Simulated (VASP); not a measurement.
A run of VASP 6.6.1 is set up as follows.

The input INCAR:

```
SYSTEM = Br
PREC = Accurate
ENCUT = 520
EDIFF = 1E-6
ISMEAR = -1
SIGMA = 0.05
LREAL = .False.
LASPH = .True.
NELM = 80
ALGO = Normal
ISIF = 2
LWAVE = .False.
LCHARG = .False.
GGA = PS
NBANDS = 22
```

The input KPOINTS:

```
Automatic mesh
0
Gamma
  7 7 3
  0 0 0
```

POSCAR

```
Br
1.0
    3.0630396678     -1.9170386441      0.0000000000
    3.0630396678      1.9170386441      0.0000000000
    0.0000000000      0.0000000000      8.2863378177
Br
4
Direct
    0.3297286177      0.6702713823      0.3786811823
    0.1702713823      0.8297286177      0.8786811823
    0.6702713823      0.3297286177      0.6213188177
    0.8297286177      0.1702713823      0.1213188177
```

Potentials or basis: VASP PAW PBE potentials, release 64 (Br).

Command:

```bash
$ cat potpaw_PBE.64/Br/POTCAR > POTCAR
$ mpirun -np 1 vasp_std > vasp.out
```

Q: Predict the pressure.

A: 5.1 GPa.

Q: Predict the band gap on the k mesh.

A: 1.03 eV, indirect (least direct gap 1.42 eV).

Q: What does it give for the largest force?

A: 0.014 eV/Å.

Stress tensor (GPa, compression positive):
```
5.00 0.00 0.00
0.00 5.06 0.00
0.00 0.00 5.14
```

Caveat: the PAW data sets were made with another functional, which shifts forces and pressure a little. Expect the measured gap to be larger: semilocal functionals such as PBEsol lack the derivative discontinuity.
